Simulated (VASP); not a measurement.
# As (R-3m) in VASP: further runs

The runs below take As through single point, with PBE.

Program: VASP 6.6.1. These are calculated values, not measurements. Logs are shortened: lines on timing, memory, paths and dates and some standing lists are left out, and cuts for length are marked.

### Step 1. The cell of the first run

It takes space group R-3m (No. 166, trigonal). The conventional cell has a = 3.784 Å, b = 3.784 Å, c = 10.527 Å, α = 90.00°, β = 90.00°, γ = 120.00°. Within 3.3 Å of As (site symmetry 3m) lie 6 As at 2.53 to 3.12 Å.

### Step 2. Single point, PBE (21.76 Å³/atom)

Contents of INCAR:

```
SYSTEM = As
ALGO = Normal
EDIFF = 1E-6
ENCUT = 520
GGA = PE
ISIF = 2
ISMEAR = -1
LASPH = .TRUE.
LCHARG = .FALSE.
LREAL = .FALSE.
LWAVE = .FALSE.
NBANDS = 12
NELM = 60
PREC = Accurate
SIGMA = 0.05
```

Contents of KPOINTS:

```
k-points
0
G
  13 13 13
  0 0 0
```

Contents of POSCAR:

```
As
1.0
    1.8921984922      1.0924613088      3.5088552423
   -1.8921984922      1.0924613088      3.5088552423
    0.0000000000     -2.1849226177      3.5088552423
As
2
Direct
    0.2275400000      0.2275400000      0.2275400000
    0.7724600000      0.7724600000      0.7724600000
```

Potentials or basis: VASP PAW PBE potentials, release 64 (As).

Command:

```
$ cat potpaw_PBE.64/As/POTCAR > POTCAR
$ mpirun -np 1 vasp_std > vasp.out
```

OUTCAR:

```text
SYSTEM = As
   EDIFF = 1E-6
   ENCUT = 520
   GGA = PE
   ISIF = 2
   ISMEAR = -1
   LASPH = .TRUE.
   LREAL = .FALSE.
   NELM = 60
   PREC = Accurate

 ion  position               nearest neighbor table
   1  0.228  0.228  0.228-   2 2.53   2 2.53   2 2.53
   2  0.772  0.772  0.772-   1 2.53   1 2.53   1 2.53

  LATTYP: Found a trigonal (rhomboedric) cell.
 ALAT       =     4.1335156896
 COS(alpha) =     0.5808936906

  Lattice vectors:

 A1 = (   1.8921984922,   1.0924613088,   3.5088552423)
 A2 = (  -1.8921984922,   1.0924613088,   3.5088552423)
 A3 = (   0.0000000000,  -2.1849226177,   3.5088552423)

Analysis of symmetry for initial positions (statically):
=====================================================================
 Subroutine PRICEL returns:
 Original cell was already a primitive cell.

 Routine SETGRP: Setting up the symmetry group for a
 trigonal (rhombohedral) supercell.

 Subroutine GETGRP returns: Found 12 space group operations
 (whereof 12 operations were pure point group operations)
 out of a pool of 12 trial point group operations.

The static configuration has the point symmetry D_3d.

Analysis of symmetry for dynamics (positions and initial velocities):
=====================================================================
 Subroutine PRICEL returns:
 Original cell was already a primitive cell.

 Routine SETGRP: Setting up the symmetry group for a
 trigonal (rhombohedral) supercell.

 Subroutine GETGRP returns: Found 12 space group operations
 (whereof 12 operations were pure point group operations)
 out of a pool of 12 trial point group operations.

The dynamic configuration has the point symmetry D_3d.

 Subroutine INISYM returns: Found 12 space group operations
 (whereof 12 operations are pure point group operations),
 and found     1 'primitive' translations

----------------------------------------------------------------------------------------

                                     Primitive cell

  volume of cell :      43.5201

  direct lattice vectors                    reciprocal lattice vectors
     1.892198492  1.092461309  3.508855242     0.264242891  0.152560704  0.094997744
    -1.892198492  1.092461309  3.508855242    -0.264242891  0.152560704  0.094997744
     0.000000000 -2.184922618  3.508855242     0.000000000 -0.305121409  0.094997744

  length of vectors
     4.133515690  4.133515690  4.133515690     0.319567904  0.319567904  0.319567904

  position of ions in fractional coordinates (direct lattice)
     0.227540000  0.227540000  0.227540000
     0.772460000  0.772460000  0.772460000

  ion indices of the primitive-cell ions
   primitive index   ion index
                 1           1
                 2           2

----------------------------------------------------------------------------------------

 KPOINTS: k-points

Automatic generation of k-mesh.
 Grid dimensions read from file:
 generate k-points for:   13   13   13

 Generating k-lattice:

  Cartesian coordinates                     Fractional coordinates (reciprocal lattice)
     0.020326376  0.011735439  0.007307519     0.076923077  0.000000000  0.000000000
    -0.020326376  0.011735439  0.007307519     0.000000000  0.076923077  0.000000000
     0.000000000 -0.023470878  0.007307519     0.000000000  0.000000000  0.076923077

  Length of vectors
     0.024582146  0.024582146  0.024582146

  Shift w.r.t. Gamma in fractional coordinates (k-lattice)
     0.000000000  0.000000000  0.000000000

 Subroutine IBZKPT returns following result:
 ===========================================

 Found    231 irreducible k-points:

 Following reciprocal coordinates:
            Coordinates               Weight
  0.000000  0.000000  0.000000      1.000000
  0.076923 -0.000000  0.000000      6.000000
  0.153846 -0.000000 -0.000000      6.000000
  0.230769  0.000000 -0.000000      6.000000
  0.307692 -0.000000 -0.000000      6.000000
  0.384615  0.000000  0.000000      6.000000
[... 16 lines left out ...]
  0.384615  0.153846  0.000000     12.000000
  0.461538  0.153846 -0.000000     12.000000
 [... further k-points ...]
   k-points           NKPTS =    231   k-points in BZ     NKDIM =    231   number of bands    NBANDS=     12
   number of dos      NEDOS =    301   number of ions     NIONS =      2
   total plane-waves  NPLWV =  32768
   dimension x,y,z NGX =    32 NGY =   32 NGZ =   32
   dimension x,y,z NGXF=    64 NGYF=   64 NGZF=   64
   ions per type =               2
   NGX,Y,Z   is equivalent  to a cutoff of  12.87, 12.87, 12.87 a.u.
   NGXF,Y,Z  is equivalent  to a cutoff of  25.74, 25.74, 25.74 a.u.
 SYSTEM =  As
   PREC   = accura    normal or accurate (medium, high low for compatibility)
   ISTART =      0    job   : 0-new  1-cont  2-samecut
   ICHARG =      2    charge: 1-file 2-atom 10-const
   ISPIN  =      1    spin polarized calculation?
   LNONCOLLINEAR =      F non collinear calculations
   LSORBIT =      F    spin-orbit coupling
   LASPH  =      T    aspherical Exc in radial PAW
   ENCUT  =  520.0 eV  38.22 Ry    6.18 a.u.   7.69  7.69  7.69*2*pi/ulx,y,z
   NELM   =     60;   NELMIN=  2; NELMDL= -5     # of ELM steps
   EDIFF  = 0.1E-05   stopping-criterion for ELM
   LREAL  =      F    real-space projection
   EDIFFG = 0.1E-04   stopping-criterion for IOM
   NSW    =      0    number of steps for IOM
   IBRION =     -1    ionic relax: 0-MD 1-quasi-New 2-CG
   NFREE  =      0    steps in history (QN), initial steepest desc. (CG)
   ISIF   =      2    stress and relaxation
   ISYM   =      2    0-nonsym 1-usesym 2-fastsym
   POTIM  = 0.5000    time-step for ionic-motion
   TEBEG  =    0.0;   TEEND  =   0.0 temperature during run
   PSTRESS=    0.0 pullay stress
   NELECT =      10.0000    total number of electrons
   NUPDOWN=      -1.0000    fix difference up-down
   EMIN   =  10.00;   EMAX   =-10.00  energy-range for DOS
   EFERMI =   0.00;   METHOD = LEGACY
   ISMEAR =    -1;   SIGMA  =   0.05  broadening in eV -4-tet -1-fermi 0-gaus
   EFERMI_NEDOS =   21; number of points for ismear=-14 and -15
   IALGO  =     38    algorithm
   IMIX   =      4    mixing-type and parameters
     AMIX     =   0.40;   BMIX     =  1.00
     AMIX_MAG =   1.60;   BMIX_MAG =  1.00
  volume/ion in A,a.u.               =      21.76       146.84
  Fermi-wavevector in a.u.,A,eV,Ry     =   1.002717  1.894860 13.679858  1.005441
  Thomas-Fermi vector in A             =   2.135222
   LORBIT       =      0    0 simple, 1 ext, 2 COOP (PROOUT), +10 PAW based schemes
   GGA     = PE    functional components
   LHFCALC =     F    Hartree Fock is set to
   AEXX    =    0.0000 exact exchange contribution
   IVDW    =     0    specifies the selected vdW correction
   LEPSILON=     F    determine dielectric tensor
   LRPA    =     F    only Hartree local field effects (RPA)
 non-spin polarized calculation
  energy-cutoff  :      520.00
  volume of cell :       43.52
 maximum number of plane-waves:      1187
   NGX = 15   NGY = 15   NGZ = 15

 number of electron      10.0000000 magnetization

 number of electron       9.9999999 magnetization

 Free energy of the ion-electron system (eV)
  ---------------------------------------------------
  ext. energy  EPLUGINS =         0.00000000
  ---------------------------------------------------
  free energy    TOTEN  =        -9.33393581 eV

  energy without entropy =       -9.33303875  energy(sigma->0) =       -9.33348728

 E-fermi :   5.4140     XC(G=0):  -9.9283

 val. band max:        5.3649208489   @ k =   0.4615   0.0769   0.0769
 cond. band min:       5.4812474763   @ k =   0.3846   0.1538   0.1538
 fundamental gap:      0.1163266273
 Fermi energy:         5.4139871833

 k-point     1 :       0.0000    0.0000    0.0000
  band No.  band energies     occupation
      1      -9.5710      2.00000
      2      -0.5189      2.00000
      3       2.8684      2.00000
      4       3.3651      2.00000
      5       3.3651      2.00000
      6       7.0949      0.00000
      7       8.2656      0.00000
      8       8.2656      0.00000
      9      12.1338      0.00000
     10      12.1338      0.00000
     11      12.5320      0.00000
     12      14.0234      0.00000

 k-point     2 :       0.0769   -0.0000    0.0000
  band No.  band energies     occupation
      1      -9.4928      2.00000
      2      -0.7951      2.00000
      3       2.9100      2.00000
      4       3.3093      2.00000
      5       3.3226      2.00000
      6       7.2430      0.00000
      7       8.0878      0.00000
      8       8.1926      0.00000
      9      11.5975      0.00000
     10      12.0363      0.00000
     11      12.1114      0.00000
     12      14.5723      0.00000

 k-point     3 :       0.1538   -0.0000   -0.0000
  band No.  band energies     occupation
      1      -9.2592      2.00000
      2      -1.5205      2.00000
      3       2.8265      2.00000
      4       3.1658      2.00000
      5       3.4597      2.00000
      6       7.2279      0.00000
      7       7.7937      0.00000
      8       7.9399      0.00000
      9      11.0590      0.00000
     10      11.7747      0.00000
     11      12.1755      0.00000
     12      15.8036      0.00000

 k-point     4 :       0.2308    0.0000   -0.0000
  band No.  band energies     occupation
      1      -8.8739      2.00000
      2      -2.5029      2.00000
      3       2.6799      2.00000
      4       2.9865      2.00000
      5       3.7692      2.00000
      6       6.7220      0.00000
      7       7.3734      0.00000
      8       7.5419      0.00000
      9      11.3335      0.00000
     10      11.8874      0.00000
     11      12.8091      0.00000
     12      17.1707      0.00000

 k-point     5 :       0.3077   -0.0000   -0.0000
  band No.  band energies     occupation
      1      -8.3453      2.00000
      2      -3.5827      2.00000
      3       2.6115      2.00000
      4       2.8194      2.00000
      5       4.1062      2.00000
      6       6.1361      0.00000
      7       6.7204      0.00000
      8       7.1295      0.00000
      9      11.9181      0.00000
     10      12.7995      0.00000
     11      13.8572      0.00000
     12      17.7721      0.00000
[... 228 lines left out ...]
      1      -8.9302      2.00000
      2      -2.1610      2.00000
      3       1.8480      2.00000
      4       2.4753      2.00000
      5       4.2463      2.00000
      6       6.6042      0.00000
      7       7.8173      0.00000
      8       8.8441      0.00000
      9      10.7293      0.00000
     10      12.7663      0.00000
     11      13.6475      0.00000
     12      15.0381      0.00000

 k-point    22 :       0.3077    0.1538   -0.0000
  band No.  band energies     occupation
      1      -8.5214      2.00000
      2      -2.9479      2.00000
      3       1.6290      2.00000
      4       2.1421      2.00000
      5       3.9302      2.00000
      6       6.8894      0.00000
      7       8.0753      0.00000
      8       8.4423      0.00000
      9      10.3979      0.00000
     10      13.4976      0.00000
     11      14.4488      0.00000
     12      16.1367      0.00000

 k-point    23 :       0.3846    0.1538    0.0000
  band No.  band energies     occupation
      1      -7.9765      2.00000
      2      -3.8718      2.00000
      3       1.4696      2.00000
      4       1.9041      2.00000
      5       3.6646      2.00000
      6       7.1136      0.00000
      7       7.7747      0.00000
      8       8.1889      0.00000
      9      10.8494      0.00000
     10      14.1855      0.00000
     11      15.6924      0.00000
     12      16.7603      0.00000

 k-point    24 :       0.4615    0.1538   -0.0000
  band No.  band energies     occupation
      1      -7.3226      2.00000
      2      -4.8161      2.00000
      3       1.2420      2.00000
      4       1.9584      2.00000
      5       3.5296      2.00000
      6       7.0020      0.00000
      7       7.1851      0.00000
      8       8.2489      0.00000
      9      11.9778      0.00000
     10      14.9582      0.00000
     11      15.5343      0.00000
     12      17.2502      0.00000

 [... further k-points ...]

------------------------ aborting loop because EDIFF is reached ----------------------------------------

  FORCE on cell =-STRESS in cart. coord.  units (eV):
  Direction    XX          YY          ZZ          XY          YZ          ZX
  --------------------------------------------------------------------------------------
  -------------------------------------------------------------------------------------
  Total        0.6707276      0.6707276      0.5125896      0.0000000     -0.0000000      0.0000000
  in kB       24.6926286     24.6926286     18.8708279      0.0000000     -0.0000000      0.0000000
  external PRESSURE =      22.7520284 kB  Pullay stress =       0.0000000 kB

 VOLUME and BASIS-vectors are now :
 -----------------------------------------------------------------------------
  energy-cutoff  :      520.00
  volume of cell :       43.52
      direct lattice vectors                 reciprocal lattice vectors
     1.892198492  1.092461309  3.508855242     0.264242891  0.152560704  0.094997744
    -1.892198492  1.092461309  3.508855242    -0.264242891  0.152560704  0.094997744
     0.000000000 -2.184922618  3.508855242     0.000000000 -0.305121409  0.094997744

 POSITION                                       TOTAL-FORCE (eV/Angst)
 -----------------------------------------------------------------------------------
      0.00000     -0.00000      2.39521         0.000000     -0.000000      0.148514
      0.00000     -0.00000      8.13135         0.000000      0.000000     -0.148514
 -----------------------------------------------------------------------------------
    total drift:                               -0.000000      0.000000     -0.000000

  FREE ENERGIE OF THE ION-ELECTRON SYSTEM (eV)
  ---------------------------------------------------
  free  energy   TOTEN  =        -9.3339358121 eV

  energy  without entropy=       -9.3330387497  energy(sigma->0) =       -9.33348728
```

Wall time 3.2 min (1 thread of AMD EPYC 7R13, shared host); peak memory 0.22 GiB.

Results:

```
Free energy            : -9.3339 eV
Pressure               : 2.3 GPa
Largest force          : 0.149 eV/Å
Band gap on the k mesh : zero (bands 5 and 6 overlap by 0.36 eV)
```

Forces in eV/Å, atoms in the order of the input:
```
As   0.000  0.000  0.149
As   0.000  0.000 -0.149
```

Levels at points of the mesh, in eV from the Fermi level:
| k point | band 2 | band 3 | band 4 | band 5 | band 6 | band 7 | band 8 | band 9 |
| --- | --- | --- | --- | --- | --- | --- | --- | --- |
| (0.00, 0.00, 0.00) | -5.93 | -2.55 | -2.05 | -2.05 | 1.68 | 2.85 | 2.85 | 6.72 |

[end of part 1 of 2]
